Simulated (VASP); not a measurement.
Input of a VASP 6.6.1 run:

Contents of INCAR:

```
SYSTEM = CdS
PREC = Accurate
ENCUT = 520
EDIFF = 1E-7
ISMEAR = -1
SIGMA = 0.03
LREAL = .FALSE.
LASPH = .TRUE.
NELM = 100
ALGO = Normal
ISIF = 2
LWAVE = .FALSE.
LCHARG = .FALSE.
GGA = PS
NBANDS = 16
```

Contents of KPOINTS:

```
Automatic mesh
0
G
  9 9 9
  0 0 0
```

File POSCAR:

```
CdS
1.0
    0.0000000000      2.9100000000      2.9100000000
    2.9100000000      0.0000000000      2.9100000000
    2.9100000000      2.9100000000      0.0000000000
Cd S
1 1
Direct
    0.0000000000      0.0000000000      0.0000000000
    0.7500000000      0.7500000000      0.7500000000
```

Potentials or basis: VASP PAW PBE potentials, release 64 (Cd, S).

The run is started by

```console
$ cat potpaw_PBE.64/Cd/POTCAR potpaw_PBE.64/S/POTCAR > POTCAR
$ mpirun -np 1 vasp_std > vasp.out
```

Estimate the band gap on the k mesh.

1.02 eV, direct.

What does it give for the pressure?

0.5 GPa.

Caveat: the PAW data sets were made with another functional, which shifts forces and pressure a little. As with any semilocal functional, this PBEsol gap is likely too small.
